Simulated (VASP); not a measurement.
# BAs in VASP: further runs

The runs below take BAs through single point, with PBE.

Program: VASP 6.6.1. These are calculated values, not measurements. Logs are shortened: lines on timing, memory, paths and dates and some standing lists are left out, and cuts for length are marked.

## (1) The cell of the first run

The structure is tetragonal, space group I-4m2 (No. 119). Conventional cell: a = 3.400 Å, b = 3.400 Å, c = 5.001 Å, α = 90.00°, β = 90.00°, γ = 90.00°. B (site symmetry -4m2) has 4 As at 2.11 Å within 2.8 Å. Within 2.8 Å of As (site symmetry -4m2) lie 4 B at 2.11 Å.

## (2) Single point, PBE (strain +0.000 along x and y, +0.040 along z)

Input file INCAR:

```
SYSTEM = BAs
  PREC = Accurate
  ENCUT = 520
  EDIFF = 1E-6
  ISMEAR = 0
  SIGMA = 0.05
  LREAL = .False.
  LASPH = .True.
  NELM = 60
  ALGO = Normal
  ISIF = 2
  LWAVE = .False.
  LCHARG = .False.
  GGA = PE
  NBANDS = 11
```

Input file KPOINTS:

```
regular mesh
0
Gamma
  10 10 10
  0 0 0
```

Input file POSCAR:

```
BAs
1.0
    0.0000000000      2.4044111616      2.5005876081
    2.4044111616      0.0000000000      2.5005876081
    2.4044111616      2.4044111616      0.0000000000
B As
1 1
Direct
    0.0000000000      0.0000000000      0.0000000000
    0.7500000000      0.7500000000      0.7500000000
```

Potentials or basis: VASP PAW PBE potentials, release 64 (B, As).

Command:

```sh
cat potpaw_PBE.64/B/POTCAR potpaw_PBE.64/As/POTCAR > POTCAR
mpirun -np 1 vasp_std > vasp.out
```

OUTCAR:

```text
SYSTEM = BAs
   PREC = Accurate
   ENCUT = 520
   EDIFF = 1E-6
   ISMEAR = 0
   LREAL = .False.
   LASPH = .True.
   NELM = 60
   ISIF = 2
   GGA = PE

 ion  position               nearest neighbor table
   1  0.000  0.000  0.000-   2 2.11   2 2.11   2 2.11   2 2.11
   2  0.750  0.750  0.750-   1 2.11   1 2.11   1 2.11   1 2.11

  LATTYP: Found a body centered tetragonal cell.
 ALAT       =     3.4003508743
 C/A-ratio  =     1.4707821049

  Lattice vectors:

 A1 = (  -2.4044111616,   0.0000000000,   2.5005876081)
 A2 = (   2.4044111616,   0.0000000000,   2.5005876081)
 A3 = (   0.0000000000,   2.4044111616,  -2.5005876081)

Analysis of symmetry for initial positions (statically):
=====================================================================
 Subroutine PRICEL returns:
 Original cell was already a primitive cell.

 Routine SETGRP: Setting up the symmetry group for a
 body centered tetragonal supercell.

 Subroutine GETGRP returns: Found  8 space group operations
 (whereof  8 operations were pure point group operations)
 out of a pool of 16 trial point group operations.

The static configuration has the point symmetry D_2d.

Analysis of symmetry for dynamics (positions and initial velocities):
=====================================================================
 Subroutine PRICEL returns:
 Original cell was already a primitive cell.

 Routine SETGRP: Setting up the symmetry group for a
 body centered tetragonal supercell.

 Subroutine GETGRP returns: Found  8 space group operations
 (whereof  8 operations were pure point group operations)
 out of a pool of 16 trial point group operations.

The dynamic configuration has the point symmetry D_2d.

 Subroutine INISYM returns: Found  8 space group operations
 (whereof  8 operations are pure point group operations),
 and found     1 'primitive' translations

----------------------------------------------------------------------------------------

                                     Primitive cell

  volume of cell :      28.9128

  direct lattice vectors                    reciprocal lattice vectors
     0.000000000  2.404411162  2.500587608    -0.207951122  0.207951122  0.199953002
     2.404411162  0.000000000  2.500587608     0.207951122 -0.207951122  0.199953002
     2.404411162  2.404411162  0.000000000     0.207951122  0.207951122 -0.199953002

  length of vectors
     3.469024563  3.469024563  3.400350874     0.355624158  0.355624158  0.355624158

[... 83 lines left out ...]
   NSW    =      0    number of steps for IOM
   IBRION =     -1    ionic relax: 0-MD 1-quasi-New 2-CG
   NFREE  =      0    steps in history (QN), initial steepest desc. (CG)
   ISIF   =      2    stress and relaxation
   ISYM   =      2    0-nonsym 1-usesym 2-fastsym
   POTIM  = 0.5000    time-step for ionic-motion
   TEBEG  =    0.0;   TEEND  =   0.0 temperature during run
   PSTRESS=    0.0 pullay stress
   NELECT =       8.0000    total number of electrons
   NUPDOWN=      -1.0000    fix difference up-down
   EMIN   =  10.00;   EMAX   =-10.00  energy-range for DOS
   EFERMI =   0.00;   METHOD = LEGACY
   ISMEAR =     0;   SIGMA  =   0.05  broadening in eV -4-tet -1-fermi 0-gaus
   EFERMI_NEDOS =   21; number of points for ismear=-14 and -15
   IALGO  =     38    algorithm
   IMIX   =      4    mixing-type and parameters
     AMIX     =   0.40;   BMIX     =  1.00
     AMIX_MAG =   1.60;   BMIX_MAG =  1.00
  volume/ion in A,a.u.               =      14.46        97.56
  Fermi-wavevector in a.u.,A,eV,Ry     =   1.066780  2.015922 15.483704  1.138020
  Thomas-Fermi vector in A             =   2.202376
   LORBIT       =      0    0 simple, 1 ext, 2 COOP (PROOUT), +10 PAW based schemes
   GGA     = PE    functional components
   LHFCALC =     F    Hartree Fock is set to
   AEXX    =    0.0000 exact exchange contribution
   IVDW    =     0    specifies the selected vdW correction
   LEPSILON=     F    determine dielectric tensor
   LRPA    =     F    only Hartree local field effects (RPA)
 non-spin polarized calculation
 Gauss-broadening in eV      SIGMA  =   0.05
  energy-cutoff  :      520.00
  volume of cell :       28.91
 maximum number of plane-waves:       798
 NGX is ok and might be reduce to    28
   NGX = 13   NGY = 13   NGZ = 13

 number of electron       8.0000000 magnetization

 Free energy of the ion-electron system (eV)
  ---------------------------------------------------
  ext. energy  EPLUGINS =         0.00000000
  ---------------------------------------------------
  free energy    TOTEN  =       -11.38181805 eV

  energy without entropy =      -11.38181805  energy(sigma->0) =      -11.38181805

 E-fermi :   5.9189     XC(G=0): -10.3315

 val. band max:        5.6186166136   @ k =   0.0000   0.0000   0.0000
 cond. band min:       6.5685085922   @ k =   0.4000   0.0000   0.4000
 fundamental gap:      0.9498919786
 Fermi energy:         5.9188763939

 k-point     1 :       0.0000    0.0000    0.0000
  band No.  band energies     occupation
      1      -9.3838      2.00000
      2       5.2357      2.00000
      3       5.6186      2.00000
      4       5.6186      2.00000
      5       8.6215      0.00000
      6       8.6215      0.00000
      7       8.8702      0.00000
      8       9.4190      0.00000
      9      14.8031      0.00000
     10      17.6321      0.00000
     11      18.7275      0.00000
[... 309 lines left out ...]
 k-point    24 :       0.4000    0.3000    0.0000
  band No.  band energies     occupation
      1      -7.0098      2.00000
      2      -0.9977      2.00000
      3       1.8797      2.00000
      4       2.4366      2.00000
      5       7.5374      0.00000
      6       9.0775      0.00000
      7      13.8395      0.00000
      8      14.1849      0.00000
      9      16.7900      0.00000
     10      20.3519      0.00000
     11      21.1915      0.00000

 [... further k-points ...]
[... 5 lines left out ...]
  --------------------------------------------------------------------------------------
  -------------------------------------------------------------------------------------
  Total       -0.2775334     -0.2775334     -1.7361808      0.0000000      0.0000000      0.0000000
  in kB      -15.3792898    -15.3792898    -96.2090646      0.0000000      0.0000000      0.0000000
  external PRESSURE =     -42.3225481 kB  Pullay stress =       0.0000000 kB

 VOLUME and BASIS-vectors are now :
 -----------------------------------------------------------------------------
  energy-cutoff  :      520.00
  volume of cell :       28.91
      direct lattice vectors                 reciprocal lattice vectors
     0.000000000  2.404411162  2.500587608    -0.207951122  0.207951122  0.199953002
     2.404411162  0.000000000  2.500587608     0.207951122 -0.207951122  0.199953002
     2.404411162  2.404411162  0.000000000     0.207951122  0.207951122 -0.199953002

 POSITION                                       TOTAL-FORCE (eV/Angst)
 -----------------------------------------------------------------------------------
      0.00000      0.00000      0.00000        -0.000000     -0.000000      0.000000
      3.60662      3.60662      3.75088         0.000000      0.000000      0.000000
 -----------------------------------------------------------------------------------
    total drift:                                0.000000      0.000000     -0.000000

  FREE ENERGIE OF THE ION-ELECTRON SYSTEM (eV)
  ---------------------------------------------------
  free  energy   TOTEN  =       -11.3818180533 eV

  energy  without entropy=      -11.3818180533  energy(sigma->0) =      -11.38181805
```

It took 21 s on 1 thread of Intel Xeon Platinum 8488C (Sapphire Rapids), shared host; peak memory 0.18 GiB.

Results:

| Item | Value |
| --- | --- |
| Free energy | -11.3818 eV |
| Pressure | -4.2 GPa |
| Band gap on the k mesh | 0.95 eV, indirect (least direct gap 3.00 eV) |

Caveat: the cell differs from its parent crystal (strain +0.000 along x and y, +0.040 along z).

## (3) Single point, PBE (strain +0.040 along x and y, +0.080 along z)

Input file INCAR:

```
ALGO = Normal ; EDIFF = 1E-6
ENCUT = 520 ; GGA = PE
ISIF = 2 ; ISMEAR = 0
LASPH = True ; LCHARG = True
LELF = True ; LREAL = False
LVHAR = True ; LWAVE = False
NBANDS = 11 ; NELM = 80
PREC = Accurate ; SIGMA = 0.05
```

Input file KPOINTS:

```
k-points
0
Gamma
  10 10 10
```

Input file POSCAR:

```
BAs
1.0
    0.0000000000      2.5005876081      2.5967640545
    2.5005876081      0.0000000000      2.5967640545
    2.5005876081      2.5005876081      0.0000000000
B As
1 1
Direct
    0.0000000000      0.0000000000      0.0000000000
    0.7500000000      0.7500000000      0.7500000000
```

Potentials or basis: VASP PAW PBE potentials, release 64 (B, As).

Command:

```sh
cat potpaw_PBE.64/B/POTCAR potpaw_PBE.64/As/POTCAR > POTCAR
mpirun -np 1 vasp_std > vasp.out
```

OUTCAR:

```text
EDIFF = 1E-6
   ENCUT = 520
   GGA = PE
   ISIF = 2
   ISMEAR = 0
   LASPH = True
   LREAL = False
   NELM = 80
   PREC = Accurate

 ion  position               nearest neighbor table
   1  0.000  0.000  0.000-   2 2.19   2 2.19   2 2.19   2 2.19
   2  0.750  0.750  0.750-   1 2.19   1 2.19   1 2.19   1 2.19

  LATTYP: Found a body centered tetragonal cell.
 ALAT       =     3.5363649093
 C/A-ratio  =     1.4686063917

  Lattice vectors:

 A1 = (  -2.5005876081,   0.0000000000,   2.5967640545)
 A2 = (   2.5005876081,   0.0000000000,   2.5967640545)
 A3 = (   0.0000000000,   2.5005876081,  -2.5967640545)

Analysis of symmetry for initial positions (statically):
=====================================================================
 Subroutine PRICEL returns:
 Original cell was already a primitive cell.

 Routine SETGRP: Setting up the symmetry group for a
 body centered tetragonal supercell.

 Subroutine GETGRP returns: Found  8 space group operations
 (whereof  8 operations were pure point group operations)
 out of a pool of 16 trial point group operations.

The static configuration has the point symmetry D_2d.

Analysis of symmetry for dynamics (positions and initial velocities):
=====================================================================
 Subroutine PRICEL returns:
 Original cell was already a primitive cell.

 Routine SETGRP: Setting up the symmetry group for a
 body centered tetragonal supercell.

 Subroutine GETGRP returns: Found  8 space group operations
 (whereof  8 operations were pure point group operations)
 out of a pool of 16 trial point group operations.

The dynamic configuration has the point symmetry D_2d.

 Subroutine INISYM returns: Found  8 space group operations
 (whereof  8 operations are pure point group operations),
 and found     1 'primitive' translations

----------------------------------------------------------------------------------------

                                     Primitive cell

  volume of cell :      32.4748

  direct lattice vectors                    reciprocal lattice vectors
     0.000000000  2.500587608  2.596764054    -0.199953002  0.199953002  0.192547336
     2.500587608  0.000000000  2.596764054     0.199953002 -0.199953002  0.192547336
     2.500587608  2.500587608  0.000000000     0.199953002  0.199953002 -0.192547336

  length of vectors
     3.605013445  3.605013445  3.536364909     0.342106537  0.342106537  0.342106537

  position of ions in fractional coordinates (direct lattice)
     0.000000000  0.000000000  0.000000000
     0.750000000  0.750000000  0.750000000

  ion indices of the primitive-cell ions
   primitive index   ion index
                 1           1
                 2           2

----------------------------------------------------------------------------------------

 KPOINTS: k-points

Automatic generation of k-mesh.
 Grid dimensions read from file:
 generate k-points for:   10   10   10

 Generating k-lattice:

  Cartesian coordinates                     Fractional coordinates (reciprocal lattice)
    -0.019995300  0.019995300  0.019254734     0.100000000 -0.000000000  0.000000000
     0.019995300 -0.019995300  0.019254734    -0.000000000  0.100000000  0.000000000
     0.019995300  0.019995300 -0.019254734     0.000000000  0.000000000  0.100000000

  Length of vectors
     0.034210654  0.034210654  0.034210654

  Shift w.r.t. Gamma in fractional coordinates (k-lattice)
     0.000000000  0.000000000  0.000000000

 Subroutine IBZKPT returns following result:
 ===========================================

 Found    102 irreducible k-points:

 Following reciprocal coordinates:
            Coordinates               Weight
  0.000000  0.000000  0.000000      1.000000
  0.100000  0.000000  0.000000      8.000000
  0.200000  0.000000  0.000000      8.000000
  0.300000  0.000000  0.000000      8.000000
  0.400000 -0.000000  0.000000      8.000000
  0.500000  0.000000  0.000000      4.000000
[... 16 lines left out ...]
  0.300000  0.300000  0.000000      2.000000
  0.400000  0.300000  0.000000      8.000000
 [... further k-points ...]
   k-points           NKPTS =    102   k-points in BZ     NKDIM =    102   number of bands    NBANDS=     11
   number of dos      NEDOS =    301   number of ions     NIONS =      2
   total plane-waves  NPLWV =  21952
   dimension x,y,z NGX =    28 NGY =   28 NGZ =   28
   dimension x,y,z NGXF=    56 NGYF=   56 NGZF=   56
   ions per type =               1   1
   NGX,Y,Z   is equivalent  to a cutoff of  12.91, 12.91, 13.16 a.u.
   NGXF,Y,Z  is equivalent  to a cutoff of  25.82, 25.82, 26.33 a.u.
 SYSTEM =  unknown system
   PREC   = accura    normal or accurate (medium, high low for compatibility)
   ISTART =      0    job   : 0-new  1-cont  2-samecut
   ICHARG =      2    charge: 1-file 2-atom 10-const
   ISPIN  =      1    spin polarized calculation?
   LNONCOLLINEAR =      F non collinear calculations
   LSORBIT =      F    spin-orbit coupling
   LASPH  =      T    aspherical Exc in radial PAW
   ENCUT  =  520.0 eV  38.22 Ry    6.18 a.u.   6.70  6.70  6.58*2*pi/ulx,y,z
   NELM   =     80;   NELMIN=  2; NELMDL= -5     # of ELM steps
   EDIFF  = 0.1E-05   stopping-criterion for ELM
   LREAL  =      F    real-space projection
   EDIFFG = 0.1E-04   stopping-criterion for IOM
   NSW    =      0    number of steps for IOM
   IBRION =     -1    ionic relax: 0-MD 1-quasi-New 2-CG
   NFREE  =      0    steps in history (QN), initial steepest desc. (CG)
   ISIF   =      2    stress and relaxation
   ISYM   =      2    0-nonsym 1-usesym 2-fastsym
   POTIM  = 0.5000    time-step for ionic-motion
   TEBEG  =    0.0;   TEEND  =   0.0 temperature during run
   PSTRESS=    0.0 pullay stress
   NELECT =       8.0000    total number of electrons
   NUPDOWN=      -1.0000    fix difference up-down
   EMIN   =  10.00;   EMAX   =-10.00  energy-range for DOS
   EFERMI =   0.00;   METHOD = LEGACY
   ISMEAR =     0;   SIGMA  =   0.05  broadening in eV -4-tet -1-fermi 0-gaus
   EFERMI_NEDOS =   21; number of points for ismear=-14 and -15
   IALGO  =     38    algorithm
   IMIX   =      4    mixing-type and parameters
     AMIX     =   0.40;   BMIX     =  1.00
     AMIX_MAG =   1.60;   BMIX_MAG =  1.00
  volume/ion in A,a.u.               =      16.24       109.58
  Fermi-wavevector in a.u.,A,eV,Ry     =   1.026257  1.939344 14.329690  1.053203
  Thomas-Fermi vector in A             =   2.160140
   LORBIT       =      0    0 simple, 1 ext, 2 COOP (PROOUT), +10 PAW based schemes
   GGA     = PE    functional components
   LHFCALC =     F    Hartree Fock is set to
   AEXX    =    0.0000 exact exchange contribution
   IVDW    =     0    specifies the selected vdW correction
   LEPSILON=     F    determine dielectric tensor
   LRPA    =     F    only Hartree local field effects (RPA)
 non-spin polarized calculation
 Gauss-broadening in eV      SIGMA  =   0.05
  energy-cutoff  :      520.00
  volume of cell :       32.47
 maximum number of plane-waves:       901
   NGX = 13   NGY = 13   NGZ = 13

 number of electron       8.0000000 magnetization

 Free energy of the ion-electron system (eV)
  ---------------------------------------------------
  ext. energy  EPLUGINS =         0.00000000
  ---------------------------------------------------
  free energy    TOTEN  =       -11.16369865 eV

  energy without entropy =      -11.16369865  energy(sigma->0) =      -11.16369865

 E-fermi :   4.7098     XC(G=0):  -9.8414

 val. band max:        4.4443675995   @ k =   0.0000   0.0000   0.0000
 cond. band min:       5.5290889345   @ k =   0.4000   0.0000   0.4000
 fundamental gap:      1.0847213350
 Fermi energy:         4.7098075016

 k-point     1 :       0.0000    0.0000    0.0000
  band No.  band energies     occupation
      1      -9.5928      2.00000
      2       4.1060      2.00000
      3       4.4444      2.00000
      4       4.4444      2.00000
      5       6.9057      0.00000
      6       7.3350      0.00000
      7       7.3350      0.00000
      8       7.5682      0.00000
      9      13.1445      0.00000
     10      16.1091      0.00000
     11      17.0670      0.00000
[... 309 lines left out ...]
 k-point    24 :       0.4000    0.3000    0.0000
  band No.  band energies     occupation
      1      -7.5039      2.00000
      2      -1.8405      2.00000
      3       1.1520      2.00000
      4       1.6316      2.00000
      5       6.3840      0.00000
      6       7.7732      0.00000
      7      11.9346      0.00000
      8      12.2801      0.00000
      9      14.7423      0.00000
     10      17.8972      0.00000
     11      19.3120      0.00000

 [... further k-points ...]
[... 5 lines left out ...]
  --------------------------------------------------------------------------------------
  -------------------------------------------------------------------------------------
  Total       -2.4634270     -2.4634270     -3.8427433      0.0000000      0.0000000     -0.0000000
  in kB     -121.5356366   -121.5356366   -189.5855859      0.0000000      0.0000000     -0.0000000
  external PRESSURE =    -144.2189530 kB  Pullay stress =       0.0000000 kB

 VOLUME and BASIS-vectors are now :
 -----------------------------------------------------------------------------
  energy-cutoff  :      520.00
  volume of cell :       32.47
      direct lattice vectors                 reciprocal lattice vectors
     0.000000000  2.500587608  2.596764054    -0.199953002  0.199953002  0.192547336
     2.500587608  0.000000000  2.596764054     0.199953002 -0.199953002  0.192547336
     2.500587608  2.500587608  0.000000000     0.199953002  0.199953002 -0.192547336

 POSITION                                       TOTAL-FORCE (eV/Angst)
 -----------------------------------------------------------------------------------
      0.00000      0.00000      0.00000         0.000000      0.000000      0.000000
      3.75088      3.75088      3.89515        -0.000000     -0.000000     -0.000000
 -----------------------------------------------------------------------------------
    total drift:                               -0.000000     -0.000000     -0.000000

  FREE ENERGIE OF THE ION-ELECTRON SYSTEM (eV)
  ---------------------------------------------------
  free  energy   TOTEN  =       -11.1636986509 eV

  energy  without entropy=      -11.1636986509  energy(sigma->0) =      -11.16369865
```

stdout:

```text
POSCAR found type information on POSCAR B As
 POSCAR found :  2 types and       2 ions
 scaLAPACK will be used
 LDA part: xc-table for (Slater+PW92), standard interpolation
 POSCAR, INCAR and KPOINTS ok, starting setup
 FFT: planning ... GRIDC
 FFT: planning ... GRID_SOFT
 FFT: planning ... GRID
 WAVECAR not read
 entering main loop
```

Run time: 22 s. Hardware: 1 thread of Intel Xeon Platinum 8488C (Sapphire Rapids), shared host; peak memory 0.18 GiB.

What came out:

```
Free energy            : -11.1637 eV
Pressure               : -14.4 GPa
Band gap on the k mesh : 1.08 eV, indirect (least direct gap 2.46 eV)
```

Stress tensor (GPa, compression positive):
```
-12.15   0.00   0.00
  0.00 -12.15   0.00
  0.00   0.00 -18.96
```

Caveat: the cell differs from its parent crystal (strain +0.040 along x and y, +0.080 along z).

(Part 1 of 2 ends here.)
